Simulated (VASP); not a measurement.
# I (Im-3m) in VASP: a series of runs, part 2 of 3

VASP 6.6.1. Earlier steps stand in the parts before.

### Step 5. Single point, PBE

This run uses another cell than the first one, of 37.95 Å³/atom, 1.095 times its volume.

INCAR reads:

```
PREC = Accurate
ENCUT = 520
EDIFF = 1E-6
ISMEAR = -1
SIGMA = 0.1
LREAL = False
LASPH = True
NELM = 80
ALGO = Normal
ISIF = 2
LWAVE = False
LCHARG = False
GGA = PE
NBANDS = 10
```

KPOINTS reads:

```
regular mesh
0
Gamma
  8 8 8
```

POSCAR reads:

```
I
1.0
   -2.1168952583      2.1168952583      2.1168952583
    2.1168952583     -2.1168952583      2.1168952583
    2.1168952583      2.1168952583     -2.1168952583
I
1
Direct
    0.0000000000      0.0000000000      0.0000000000
```

Potentials or basis: VASP PAW PBE potentials, release 64 (I).

On the command line:

```console
> cat potpaw_PBE.64/I/POTCAR > POTCAR
> mpirun -np 1 vasp_std > vasp.out
```

OUTCAR:

```text
PREC = Accurate
   ENCUT = 520
   EDIFF = 1E-6
   ISMEAR = -1
   LREAL = False
   LASPH = True
   NELM = 80
   ISIF = 2
   GGA = PE

 ion  position               nearest neighbor table
   1  0.000  0.000  0.000-

  LATTYP: Found a body centered cubic cell.
 ALAT       =     4.2337905166

  Lattice vectors:

 A1 = (  -2.1168952583,   2.1168952583,   2.1168952583)
 A2 = (   2.1168952583,  -2.1168952583,   2.1168952583)
 A3 = (   2.1168952583,   2.1168952583,  -2.1168952583)

Analysis of symmetry for initial positions (statically):
=====================================================================
 Subroutine PRICEL returns:
 Original cell was already a primitive cell.

 Routine SETGRP: Setting up the symmetry group for a
 body centered cubic supercell.

 Subroutine GETGRP returns: Found 48 space group operations
[... 9 lines left out ...]

 Routine SETGRP: Setting up the symmetry group for a
 body centered cubic supercell.

 Subroutine GETGRP returns: Found 48 space group operations
[... 11 lines left out ...]
                                     Primitive cell

  volume of cell :      37.9453

  direct lattice vectors                    reciprocal lattice vectors
    -2.116895258  2.116895258  2.116895258     0.000000000  0.236194964  0.236194964
     2.116895258 -2.116895258  2.116895258     0.236194964  0.000000000  0.236194964
     2.116895258  2.116895258 -2.116895258     0.236194964  0.236194964  0.000000000

  length of vectors
     3.666570142  3.666570142  3.666570142     0.334030122  0.334030122  0.334030122

  position of ions in fractional coordinates (direct lattice)
     0.000000000  0.000000000  0.000000000

  ion indices of the primitive-cell ions
   primitive index   ion index
                 1           1

----------------------------------------------------------------------------------------

 KPOINTS: regular mesh

Automatic generation of k-mesh.
 Grid dimensions read from file:
 generate k-points for:    8    8    8

 Generating k-lattice:

  Cartesian coordinates                     Fractional coordinates (reciprocal lattice)
     0.000000000  0.029524371  0.029524371     0.125000000  0.000000000  0.000000000
     0.029524371  0.000000000  0.029524371     0.000000000  0.125000000  0.000000000
     0.029524371  0.029524371  0.000000000     0.000000000  0.000000000  0.125000000

  Length of vectors
     0.041753765  0.041753765  0.041753765

  Shift w.r.t. Gamma in fractional coordinates (k-lattice)
     0.000000000  0.000000000  0.000000000

 Subroutine IBZKPT returns following result:
 ===========================================

 Found     29 irreducible k-points:

 Following reciprocal coordinates:
            Coordinates               Weight
  0.000000  0.000000  0.000000      1.000000
  0.125000  0.000000  0.000000     12.000000
  0.250000  0.000000  0.000000     12.000000
  0.375000  0.000000  0.000000     12.000000
  0.500000  0.000000  0.000000      6.000000
  0.125000  0.125000  0.000000     24.000000
[... 16 lines left out ...]
 -0.250000  0.250000  0.250000      6.000000
 -0.375000  0.375000  0.250000     24.000000
 [... further k-points ...]
   k-points           NKPTS =     29   k-points in BZ     NKDIM =     29   number of bands    NBANDS=     10
   number of dos      NEDOS =    301   number of ions     NIONS =      1
   total plane-waves  NPLWV =  21952
   dimension x,y,z NGX =    28 NGY =   28 NGZ =   28
   dimension x,y,z NGXF=    56 NGYF=   56 NGZF=   56
   ions per type =               1
   NGX,Y,Z   is equivalent  to a cutoff of  12.70, 12.70, 12.70 a.u.
   NGXF,Y,Z  is equivalent  to a cutoff of  25.39, 25.39, 25.39 a.u.
 SYSTEM =  unknown system
   PREC   = accura    normal or accurate (medium, high low for compatibility)
   ISTART =      0    job   : 0-new  1-cont  2-samecut
   ICHARG =      2    charge: 1-file 2-atom 10-const
   ISPIN  =      1    spin polarized calculation?
   LNONCOLLINEAR =      F non collinear calculations
   LSORBIT =      F    spin-orbit coupling
   LASPH  =      T    aspherical Exc in radial PAW
   ENCUT  =  520.0 eV  38.22 Ry    6.18 a.u.   6.82  6.82  6.82*2*pi/ulx,y,z
   NELM   =     80;   NELMIN=  2; NELMDL= -5     # of ELM steps
   EDIFF  = 0.1E-05   stopping-criterion for ELM
   LREAL  =      F    real-space projection
   EDIFFG = 0.1E-04   stopping-criterion for IOM
   NSW    =      0    number of steps for IOM
   IBRION =     -1    ionic relax: 0-MD 1-quasi-New 2-CG
   NFREE  =      0    steps in history (QN), initial steepest desc. (CG)
   ISIF   =      2    stress and relaxation
   ISYM   =      2    0-nonsym 1-usesym 2-fastsym
   POTIM  = 0.5000    time-step for ionic-motion
   TEBEG  =    0.0;   TEEND  =   0.0 temperature during run
   PSTRESS=    0.0 pullay stress
   NELECT =       7.0000    total number of electrons
   NUPDOWN=      -1.0000    fix difference up-down
   EMIN   =  10.00;   EMAX   =-10.00  energy-range for DOS
   EFERMI =   0.00;   METHOD = LEGACY
   ISMEAR =    -1;   SIGMA  =   0.10  broadening in eV -4-tet -1-fermi 0-gaus
   EFERMI_NEDOS =   21; number of points for ismear=-14 and -15
   IALGO  =     38    algorithm
   IMIX   =      4    mixing-type and parameters
     AMIX     =   0.40;   BMIX     =  1.00
     AMIX_MAG =   1.60;   BMIX_MAG =  1.00
  volume/ion in A,a.u.               =      37.95       256.07
  Fermi-wavevector in a.u.,A,eV,Ry     =   0.931940  1.761112 11.816836  0.868513
  Thomas-Fermi vector in A             =   2.058486
   LORBIT       =      0    0 simple, 1 ext, 2 COOP (PROOUT), +10 PAW based schemes
   GGA     = PE    functional components
   LHFCALC =     F    Hartree Fock is set to
   AEXX    =    0.0000 exact exchange contribution
   IVDW    =     0    specifies the selected vdW correction
   LEPSILON=     F    determine dielectric tensor
   LRPA    =     F    only Hartree local field effects (RPA)
 non-spin polarized calculation
  energy-cutoff  :      520.00
  volume of cell :       37.95
 maximum number of plane-waves:      1048
   NGX = 13   NGY = 13   NGZ = 13

 number of electron       6.9999998 magnetization

 Free energy of the ion-electron system (eV)
  ---------------------------------------------------
  ext. energy  EPLUGINS =         0.00000000
  ---------------------------------------------------
  free energy    TOTEN  =        -1.07160470 eV

  energy without entropy =       -1.00420950  energy(sigma->0) =       -1.03790710

 E-fermi :   3.6135     XC(G=0):  -8.7413

 val. band max:        3.6037052391   @ k =  -0.2500   0.2500   0.1250
 cond. band min:       3.6483828604   @ k =   0.2500   0.2500   0.0000
 fundamental gap:      0.0446776213
 Fermi energy:         3.6134952217

 k-point     1 :       0.0000    0.0000    0.0000
  band No.  band energies     occupation
      1      -9.4237      2.00000
      2       4.3569      0.00118
      3       4.3569      0.00118
      4       4.3569      0.00118
      5      10.2766      0.00000
      6      13.3974      0.00000
      7      13.3974      0.00000
      8      13.3974      0.00000
      9      15.5820      0.00000
     10      15.5820      0.00000

 k-point     2 :       0.1250    0.0000    0.0000
  band No.  band energies     occupation
      1      -9.2758      2.00000
      2       3.3940      1.79967
      3       4.0891      0.01705
      4       4.3191      0.00172
      5      11.0212      0.00000
      6      12.7340      0.00000
      7      13.0229      0.00000
      8      14.1158      0.00000
      9      14.7862      0.00000
     10      15.0603      0.00000

 k-point     3 :       0.2500    0.0000    0.0000
  band No.  band energies     occupation
      1      -8.8795      2.00000
      2       1.6361      2.00000
      3       3.5349      1.37410
      4       4.2242      0.00444
      5      10.6242      0.00000
      6      11.7857      0.00000
      7      13.9077      0.00000
      8      14.9534      0.00000
      9      15.7585      0.00000
     10      16.0081      0.00000
[... 248 lines left out ...]
 k-point    23 :      -0.2500    0.2500    0.2500
  band No.  band energies     occupation
      1      -8.3995      2.00000
      2       1.4959      2.00000
      3       2.6359      1.99989
      4       2.6359      1.99989
      5      10.3223      0.00000
      6      13.0730      0.00000
      7      14.0602      0.00000
      8      14.0602      0.00000
      9      15.1423      0.00000
     10      17.1155      0.00000

 k-point    24 :      -0.3750    0.3750    0.2500
  band No.  band energies     occupation
      1      -7.9960      2.00000
      2       0.7045      2.00000
      3       2.1420      2.00000
      4       2.4396      1.99998
      5       9.8080      0.00000
      6      11.9686      0.00000
      7      13.9158      0.00000
      8      14.3665      0.00000
      9      17.4594      0.00000
     10      18.0790      0.00000

 [... further k-points ...]
[... 5 lines left out ...]
  --------------------------------------------------------------------------------------
  -------------------------------------------------------------------------------------
  Total       -0.1875307     -0.1875307     -0.1875307     -0.0000000      0.0000000     -0.0000000
  in kB       -7.9181708     -7.9181708     -7.9181708     -0.0000000      0.0000000     -0.0000000
  external PRESSURE =      -7.9181708 kB  Pullay stress =       0.0000000 kB

 VOLUME and BASIS-vectors are now :
 -----------------------------------------------------------------------------
  energy-cutoff  :      520.00
  volume of cell :       37.95
      direct lattice vectors                 reciprocal lattice vectors
    -2.116895258  2.116895258  2.116895258     0.000000000  0.236194964  0.236194964
     2.116895258 -2.116895258  2.116895258     0.236194964  0.000000000  0.236194964
     2.116895258  2.116895258 -2.116895258     0.236194964  0.236194964  0.000000000

 POSITION                                       TOTAL-FORCE (eV/Angst)
 -----------------------------------------------------------------------------------
      0.00000      0.00000      0.00000        -0.000000     -0.000000     -0.000000
 -----------------------------------------------------------------------------------
    total drift:                                0.000000      0.000000      0.000000

  FREE ENERGIE OF THE ION-ELECTRON SYSTEM (eV)
  ---------------------------------------------------
  free  energy   TOTEN  =        -1.0716046967 eV

  energy  without entropy=       -1.0042095028  energy(sigma->0) =       -1.03790710
```

OSZICAR:

```text
N       E                     dE             d eps       ncg     rms          rms(c)
DAV:   1     0.197028032658E+02    0.19703E+02   -0.24142E+03   580   0.486E+02
DAV:   2    -0.266558922183E+00   -0.19969E+02   -0.19635E+02   780   0.836E+01
DAV:   3    -0.106396754254E+01   -0.79741E+00   -0.78817E+00   710   0.164E+01
DAV:   4    -0.107087435915E+01   -0.69068E-02   -0.69028E-02   742   0.192E+00
DAV:   5    -0.107096608488E+01   -0.91726E-04   -0.91723E-04   684   0.206E-01    0.305E+00
DAV:   6    -0.107097112783E+01   -0.50430E-05   -0.17836E-03   724   0.208E-01    0.187E+00
DAV:   7    -0.107160470888E+01   -0.63358E-03   -0.33515E-03   644   0.294E-01    0.108E-01
DAV:   8    -0.107160426165E+01    0.44724E-06   -0.16048E-04   662   0.610E-02    0.187E-02
DAV:   9    -0.107160527215E+01   -0.10105E-05   -0.37300E-06   706   0.132E-02    0.639E-03
DAV:  10    -0.107160469671E+01    0.57545E-06   -0.10135E-06   482   0.437E-03
   1 F= -.10716047E+01 E0= -.10379071E+01  d E =-.673952E-01
```

Run time: 4.7 s. Hardware: 1 thread of Intel Xeon 6975P-C (Granite Rapids), shared host; peak memory 0.15 GiB.

Results:

- Free energy: -1.0716 eV
- Pressure: -0.8 GPa

Caveat: spin-orbit coupling is left out, which moves the levels of the heavy elements; an odd number of electrons without spin polarisation forces a metal; a magnetic or distorted state may lie lower.

(Continued in part 3 of 3.)
